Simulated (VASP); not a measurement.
# Te2Pt (Moncheite) (P-3m1) in VASP: further runs

Te2Pt (Moncheite) is run at these levels: BLYP, revPBE, RPBE; tasks: single point, relaxation of cell and atoms.

Everything below comes from runs of VASP 6.6.1. Logs are shortened: lines on timing, memory, paths and dates and some standing lists are left out, and cuts for length are marked.

## 1. The cell of the first run

Symmetry: P-3m1, No. 164, trigonal system. Conventional cell: a = 4.010 Å, b = 4.010 Å, c = 5.201 Å, α = 90.00°, β = 90.00°, γ = 120.00°. Within 3.5 Å of Pt (site symmetry -3m) lie 6 Te at 2.66 Å. Te (site symmetry 3m) has 3 Pt at 2.66 Å and 6 Te at 3.48 Å within 3.5 Å.

## 2. Single point, BLYP

INCAR

```
PREC     = Accurate       # precision mode
ENCUT    = 500            # plane-wave cutoff, eV
EDIFF    = 1E-6           # SCF threshold, eV
ISMEAR   = -1             # smearing method
SIGMA    = 0.05           # smearing width, eV
LREAL    = F              # projectors in reciprocal space
LASPH    = T              # aspherical terms in the spheres
NELM     = 120            # most SCF steps
ALGO     = Normal         # electronic algorithm
ISIF     = 2              # what is computed and relaxed
LWAVE    = F              # write WAVECAR
LCHARG   = F              # write CHGCAR
GGA      = B5             # functional
ALDAX    = 1.0          
AGGAX    = 1.0          
AGGAC    = 1.0          
ALDAC    = 0.0          
NBANDS   = 18             # bands
GGA_COMPAT= F
```

KPOINTS

```
Automatic mesh
0
Gamma
  8 8 5
```

POSCAR

```
Te2Pt
1.0
    4.0100000000      0.0000000000      0.0000000000
   -2.0050000000      3.4727618692      0.0000000000
    0.0000000000      0.0000000000      5.2010000000
Pt Te
1 2
Direct
    0.0000000000      0.0000000000      0.0000000000
    0.6666666667      0.3333333333      0.7500000000
    0.3333333333      0.6666666667      0.2500000000
```

Potentials or basis: VASP PAW PBE potentials, release 64 (Pt, Te).

Launch:

```bash
$ cat potpaw_PBE.64/Pt/POTCAR potpaw_PBE.64/Te/POTCAR > POTCAR
$ mpirun -np 1 vasp_std > vasp.out
```

OUTCAR:

```text
PREC = Accurate
   ENCUT = 500
   EDIFF = 1E-6
   ISMEAR = -1
   LREAL = F
   LASPH = T
   NELM = 120
   ISIF = 2
   GGA = B5

 ion  position               nearest neighbor table
   1  0.000  0.000  0.000-   2 2.66   3 2.66   2 2.66   3 2.66   2 2.66   3 2.66
   2  0.667  0.333  0.750-   1 2.66   1 2.66   1 2.66   3 3.48   3 3.48   3 3.48   3 3.48   3 3.48
                             3 3.48
   3  0.333  0.667  0.250-   1 2.66   1 2.66   1 2.66   2 3.48   2 3.48   2 3.48   2 3.48   2 3.48
                             2 3.48

  LATTYP: Found a hexagonal cell.
 ALAT       =     4.0100000000
 C/A-ratio  =     1.2970074813

  Lattice vectors:

 A1 = (   4.0100000000,   0.0000000000,   0.0000000000)
 A2 = (  -2.0050000000,   3.4727618692,   0.0000000000)
 A3 = (   0.0000000000,   0.0000000000,   5.2010000000)

Analysis of symmetry for initial positions (statically):
=====================================================================
 Subroutine PRICEL returns:
 Original cell was already a primitive cell.

 Routine SETGRP: Setting up the symmetry group for a
 hexagonal supercell.

 Subroutine GETGRP returns: Found 12 space group operations
 (whereof 12 operations were pure point group operations)
 out of a pool of 24 trial point group operations.

The static configuration has the point symmetry D_3d.

Analysis of symmetry for dynamics (positions and initial velocities):
=====================================================================
 Subroutine PRICEL returns:
 Original cell was already a primitive cell.

 Routine SETGRP: Setting up the symmetry group for a
 hexagonal supercell.

 Subroutine GETGRP returns: Found 12 space group operations
 (whereof 12 operations were pure point group operations)
 out of a pool of 24 trial point group operations.

The dynamic configuration has the point symmetry D_3d.

 Subroutine INISYM returns: Found 12 space group operations
 (whereof 12 operations are pure point group operations),
 and found     1 'primitive' translations

----------------------------------------------------------------------------------------

                                     Primitive cell

  volume of cell :      72.4280

  direct lattice vectors                    reciprocal lattice vectors
     4.010000000  0.000000000  0.000000000     0.249376559  0.143977623  0.000000000
    -2.005000000  3.472761869  0.000000000     0.000000000  0.287955246  0.000000000
     0.000000000  0.000000000  5.201000000     0.000000000  0.000000000  0.192270717

  length of vectors
     4.010000000  4.010000000  5.201000000     0.287955246  0.287955246  0.192270717

  position of ions in fractional coordinates (direct lattice)
     0.000000000  0.000000000  0.000000000
     0.666666667  0.333333333  0.750000000
     0.333333333  0.666666667  0.250000000

  ion indices of the primitive-cell ions
   primitive index   ion index
                 1           1
                 2           2
                 3           3

----------------------------------------------------------------------------------------

 KPOINTS: Automatic mesh

Automatic generation of k-mesh.
 Grid dimensions read from file:
 generate k-points for:    8    8    5

 Generating k-lattice:

  Cartesian coordinates                     Fractional coordinates (reciprocal lattice)
     0.031172070  0.017997203  0.000000000     0.125000000  0.000000000  0.000000000
     0.000000000  0.035994406  0.000000000     0.000000000  0.125000000  0.000000000
     0.000000000  0.000000000  0.038454143     0.000000000  0.000000000  0.200000000

  Length of vectors
     0.035994406  0.035994406  0.038454143

  Shift w.r.t. Gamma in fractional coordinates (k-lattice)
     0.000000000  0.000000000  0.000000000

 Subroutine IBZKPT returns following result:
 ===========================================

 Found     40 irreducible k-points:

 Following reciprocal coordinates:
            Coordinates               Weight
  0.000000  0.000000  0.000000      1.000000
  0.125000  0.000000  0.000000      6.000000
  0.250000  0.000000  0.000000      6.000000
  0.375000  0.000000  0.000000      6.000000
  0.500000  0.000000  0.000000      3.000000
  0.125000  0.125000  0.000000      6.000000
[... 16 lines left out ...]
 -0.125000  0.500000  0.200000     12.000000
  0.250000  0.250000  0.200000     12.000000
 [... further k-points ...]
   k-points           NKPTS =     40   k-points in BZ     NKDIM =     40   number of bands    NBANDS=     18
   number of dos      NEDOS =    301   number of ions     NIONS =      3
   total plane-waves  NPLWV =  36000
   dimension x,y,z NGX =    30 NGY =   30 NGZ =   40
   dimension x,y,z NGXF=    60 NGYF=   60 NGZF=   80
   ions per type =               1   2
   NGX,Y,Z   is equivalent  to a cutoff of  12.44, 12.44, 12.79 a.u.
   NGXF,Y,Z  is equivalent  to a cutoff of  24.87, 24.87, 25.57 a.u.
 SYSTEM =  unknown system
   PREC   = accura    normal or accurate (medium, high low for compatibility)
   ISTART =      0    job   : 0-new  1-cont  2-samecut
   ICHARG =      2    charge: 1-file 2-atom 10-const
   ISPIN  =      1    spin polarized calculation?
   LNONCOLLINEAR =      F non collinear calculations
   LSORBIT =      F    spin-orbit coupling
   LASPH  =      T    aspherical Exc in radial PAW
   ENCUT  =  500.0 eV  36.75 Ry    6.06 a.u.   7.31  7.31  9.48*2*pi/ulx,y,z
   NELM   =    120;   NELMIN=  2; NELMDL= -5     # of ELM steps
   EDIFF  = 0.1E-05   stopping-criterion for ELM
   LREAL  =      F    real-space projection
   EDIFFG = 0.1E-04   stopping-criterion for IOM
   NSW    =      0    number of steps for IOM
   IBRION =     -1    ionic relax: 0-MD 1-quasi-New 2-CG
   NFREE  =      0    steps in history (QN), initial steepest desc. (CG)
   ISIF   =      2    stress and relaxation
   ISYM   =      2    0-nonsym 1-usesym 2-fastsym
   POTIM  = 0.5000    time-step for ionic-motion
   TEBEG  =    0.0;   TEEND  =   0.0 temperature during run
   PSTRESS=    0.0 pullay stress
   NELECT =      22.0000    total number of electrons
   NUPDOWN=      -1.0000    fix difference up-down
   EMIN   =  10.00;   EMAX   =-10.00  energy-range for DOS
   EFERMI =   0.00;   METHOD = LEGACY
   ISMEAR =    -1;   SIGMA  =   0.05  broadening in eV -4-tet -1-fermi 0-gaus
   EFERMI_NEDOS =   21; number of points for ismear=-14 and -15
   IALGO  =     38    algorithm
   IMIX   =      4    mixing-type and parameters
     AMIX     =   0.40;   BMIX     =  1.00
     AMIX_MAG =   1.60;   BMIX_MAG =  1.00
  volume/ion in A,a.u.               =      24.14       162.92
  Fermi-wavevector in a.u.,A,eV,Ry     =   1.100475  2.079597 16.477281  1.211046
  Thomas-Fermi vector in A             =   2.236887
   LORBIT       =      0    0 simple, 1 ext, 2 COOP (PROOUT), +10 PAW based schemes
   GGA     = B5    functional components
   LHFCALC =     F    Hartree Fock is set to
   AEXX    =    0.0000 exact exchange contribution
   IVDW    =     0    specifies the selected vdW correction
   LEPSILON=     F    determine dielectric tensor
   LRPA    =     F    only Hartree local field effects (RPA)
 non-spin polarized calculation
  energy-cutoff  :      500.00
  volume of cell :       72.43
 maximum number of plane-waves:      1861
 NGX is ok and might be reduce to    30
   NGX = 15   NGY = 15   NGZ = 19

 number of electron      21.9999997 magnetization

 Free energy of the ion-electron system (eV)
  ---------------------------------------------------
  ext. energy  EPLUGINS =         0.00000000
  ---------------------------------------------------
  free energy    TOTEN  =       -10.70396899 eV

  energy without entropy =      -10.69065063  energy(sigma->0) =      -10.69730981

 E-fermi :   9.5798     XC(G=0):  -9.9069

 val. band max:        9.5383190507   @ k =   0.0000   0.2500   0.2000
 cond. band min:       9.5801130229   @ k =  -0.1250   0.3750   0.2000
 fundamental gap:      0.0417939722
 Fermi energy:         9.5797865089

 k-point     1 :       0.0000    0.0000    0.0000
  band No.  band energies     occupation
      1      -4.8308      2.00000
      2      -1.3420      2.00000
      3       2.6067      2.00000
      4       3.3580      2.00000
      5       3.3580      2.00000
      6       5.4319      2.00000
[... 10 lines left out ...]
     17      15.4122      0.00000
     18      19.1605      0.00000

 k-point     2 :       0.1250    0.0000    0.0000
  band No.  band energies     occupation
      1      -4.6560      2.00000
      2      -1.4527      2.00000
      3       2.7968      2.00000
      4       3.4566      2.00000
      5       3.5091      2.00000
      6       5.2858      2.00000
[... 10 lines left out ...]
     17      15.7992      0.00000
     18      17.5225      0.00000

 k-point     3 :       0.2500    0.0000    0.0000
  band No.  band energies     occupation
      1      -4.1604      2.00000
      2      -1.7349      2.00000
      3       3.2911      2.00000
      4       3.7122      2.00000
      5       3.8613      2.00000
      6       4.6382      2.00000
[... 10 lines left out ...]
     17      16.4845      0.00000
     18      16.5708      0.00000

 k-point     4 :       0.3750    0.0000    0.0000
  band No.  band energies     occupation
      1      -3.4504      2.00000
      2      -2.1279      2.00000
      3       3.0436      2.00000
      4       3.9707      2.00000
      5       4.1583      2.00000
      6       4.7397      2.00000
[... 375 lines left out ...]
      4       3.8124      2.00000
      5       4.4117      2.00000
      6       4.5466      2.00000
[... 10 lines left out ...]
     17      17.8586      0.00000
     18      18.3077      0.00000

 k-point    23 :      -0.1250    0.5000    0.2000
  band No.  band energies     occupation
      1      -2.9994      2.00000
      2      -2.2812      2.00000
      3       2.4852      2.00000
      4       3.6466      2.00000
      5       4.1339      2.00000
      6       5.1458      2.00000
[... 10 lines left out ...]
     17      17.8781      0.00000
     18      18.3967      0.00000

 k-point    24 :       0.2500    0.2500    0.2000
  band No.  band energies     occupation
      1      -3.0177      2.00000
      2      -2.2766      2.00000
      3       2.9976      2.00000
      4       3.4764      2.00000
      5       3.9219      2.00000
      6       4.7494      2.00000
[... 10 lines left out ...]
     17      17.1313      0.00000
     18      17.2908      0.00000

 [... further k-points ...]

------------------------ aborting loop because EDIFF is reached ----------------------------------------

  FORCE on cell =-STRESS in cart. coord.  units (eV):
  Direction    XX          YY          ZZ          XY          YZ          ZX
  --------------------------------------------------------------------------------------
  -------------------------------------------------------------------------------------
  Total        7.6028732      7.6028732      6.6105291      0.0000000      0.0000000      0.0000000
  in kB      168.1830025    168.1830025    146.2313790      0.0000000      0.0000000      0.0000000
  external PRESSURE =     160.8657947 kB  Pullay stress =       0.0000000 kB

 VOLUME and BASIS-vectors are now :
 -----------------------------------------------------------------------------
  energy-cutoff  :      500.00
  volume of cell :       72.43
      direct lattice vectors                 reciprocal lattice vectors
     4.010000000  0.000000000  0.000000000     0.249376559  0.143977623  0.000000000
    -2.005000000  3.472761869  0.000000000     0.000000000  0.287955246  0.000000000
     0.000000000  0.000000000  5.201000000     0.000000000  0.000000000  0.192270717

 POSITION                                       TOTAL-FORCE (eV/Angst)
 -----------------------------------------------------------------------------------
      0.00000      0.00000      0.00000        -0.000000      0.000000      0.000000
      2.00500      1.15759      3.90075        -0.000000     -0.000000     -1.455376
     -0.00000      2.31517      1.30025         0.000000      0.000000      1.455376
 -----------------------------------------------------------------------------------
    total drift:                                0.000000      0.000000     -0.000000

  FREE ENERGIE OF THE ION-ELECTRON SYSTEM (eV)
  ---------------------------------------------------
  free  energy   TOTEN  =       -10.7039689941 eV

  energy  without entropy=      -10.6906506338  energy(sigma->0) =      -10.69730981
```

Run time: 60 s. Hardware: 1 thread of Intel Xeon Platinum 8488C (Sapphire Rapids), shared host; peak memory 0.2 GiB.

Results:

- Free energy: -10.7040 eV
- Pressure: 16.1 GPa
- Largest force: 1.455 eV/Å
- Band gap on the k mesh: zero (band 11 reaches 10.62 eV, above the bottom of band 12 at 9.33 eV)

Forces on the atoms (eV/Å):
```
Pt   0.000  0.000  0.000
Te   0.000  0.000 -1.455
Te   0.000  0.000  1.455
```

Caveat: the PAW data sets were made with another functional, which shifts forces and pressure a little; spin-orbit coupling is left out, which moves the levels of the heavy elements.

## 3. Single point, revPBE

This run uses another cell than the first one, of 27.10 Å³/atom, 1.122 times its volume.

INCAR

```
SYSTEM = Te2Pt
  PREC = Accurate
  ENCUT = 500
  EDIFF = 1E-6
  ISMEAR = -1
  SIGMA = 0.05
  LREAL = .FALSE.
  LASPH = .TRUE.
  NELM = 120
  ALGO = Normal
  ISIF = 2
  LWAVE = .FALSE.
  LCHARG = .FALSE.
  GGA = RE
  NBANDS = 18
  GGA_COMPAT = .FALSE.
```

KPOINTS

```
regular mesh
0
G
  8 8 5
  0 0 0
```

POSCAR

```
Te2Pt
1.0
    4.1013672658      0.0000000000      0.0000000000
   -2.0506836329      3.5518882424      0.0000000000
    0.0000000000      0.0000000000      5.5800903029
Pt Te
1 2
Direct
    0.0000000000      0.0000000000      0.0000000000
    0.6666666667      0.3333333333      0.7549772076
    0.3333333333      0.6666666667      0.2450227924
```

Potentials or basis: VASP PAW PBE potentials, release 64 (Pt, Te).

Launch:

```bash
$ cat potpaw_PBE.64/Pt/POTCAR potpaw_PBE.64/Te/POTCAR > POTCAR
$ mpirun -np 1 vasp_std > vasp.out
```

It took 29 s on 1 thread of Intel Xeon 6975P-C (Granite Rapids), shared host; peak memory 0.21 GiB.

The run converged. Its results:

```yaml
Free_energy: -12.4055 eV
Pressure: -0.2 GPa
Largest_force: 0.016 eV/Å
Band_gap_on_the_k_mesh: zero (band 11 reaches 8.39 eV, above the bottom of band 12 at 7.30 eV)
```

Forces on the atoms (eV/Å):
```
Pt   0.000  0.000  0.000
Te   0.000  0.000  0.016
Te   0.000  0.000 -0.016
```

Stress tensor (GPa, compression positive):
```
-0.24  0.00  0.00
 0.00 -0.24  0.00
 0.00  0.00 -0.14
```

Levels at points of the mesh, in eV from the Fermi level:
```
           k point  band 7  band 8  band 9  band 10  band 11  band 12  band 13  band 14  band 15  band 16
(0.00, 0.00, 0.00)   -3.59   -2.57   -0.54    -0.54     0.95     1.19     1.19     3.12     3.81     5.83
(0.50, 0.00, 0.00)   -3.32   -3.26   -3.12    -3.02    -2.80     0.25     2.09     3.47     5.05     5.70
```

Caveat: the PAW data sets were made with another functional, which shifts forces and pressure a little; spin-orbit coupling is left out, which moves the levels of the heavy elements.

(Part 1 of 2 ends here.)
